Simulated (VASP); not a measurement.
Write the native input for VASP 6.6.1 that does the following.

```yaml
Task: single point
Functional: PBE
Potentials_or_basis: VASP PAW PBE potentials, release 64 (Al, Ga_d, N)
Cutoff: 520 eV
k_mesh: 6 × 6 × 4
Occupations: gaussian, width 0.1 eV
Spin: no spin polarisation
Dipole_correction: no
Further_INCAR_settings: ALGO = Normal; EDIFF = 1e-06; NBANDS = 18
```

The structure of AlGaN lies in POSCAR:

```
AlGaN
1.0
    3.9732249662      0.0000000000      0.0000000000
    0.0000000000      3.9732249662      0.0000000000
    0.0000000000      0.0000000000      3.5148684849
Al Ga N
1 1 1
Direct
    0.0000000000      0.0000000000      0.0000000000
    0.5000000000      0.5000000000      0.0000000000
    0.0000000000      0.0000000000      0.5000000000
```

The cell was built from a structure type or drawn by symmetry, and may not be a known phase.

One way to write it, as run:

INCAR

```
SYSTEM = AlGaN
PREC = Accurate
ENCUT = 520
EDIFF = 1E-6
ISMEAR = 0
SIGMA = 0.1
LREAL = .FALSE.
LASPH = .TRUE.
NELM = 100
ALGO = Normal
ISIF = 2
LWAVE = .FALSE.
LCHARG = .FALSE.
GGA = PE
NBANDS = 18
```

KPOINTS

```
Automatic mesh
0
G
  6 6 4
  0 0 0
```

Potentials or basis: VASP PAW PBE potentials, release 64 (Al, Ga_d, N).

The run is started by

```console
$ cat potpaw_PBE.64/Al/POTCAR potpaw_PBE.64/Ga_d/POTCAR potpaw_PBE.64/N/POTCAR > POTCAR
$ mpirun -np 1 vasp_std > vasp.out
```

Results of the run:

- Pressure: 0.0 GPa
- Band gap on the k mesh: zero (an odd number of electrons rules out a gap without spin polarisation)

Caveat: the k points lie up to 0.45 Å⁻¹ apart, too coarse for converged energies and pressures of a metal.

It took 12 s on 1 thread of Intel(R) Xeon(R) 6975P-C (Granite Rapids), with other jobs on the host, peak memory 0.18 GiB.
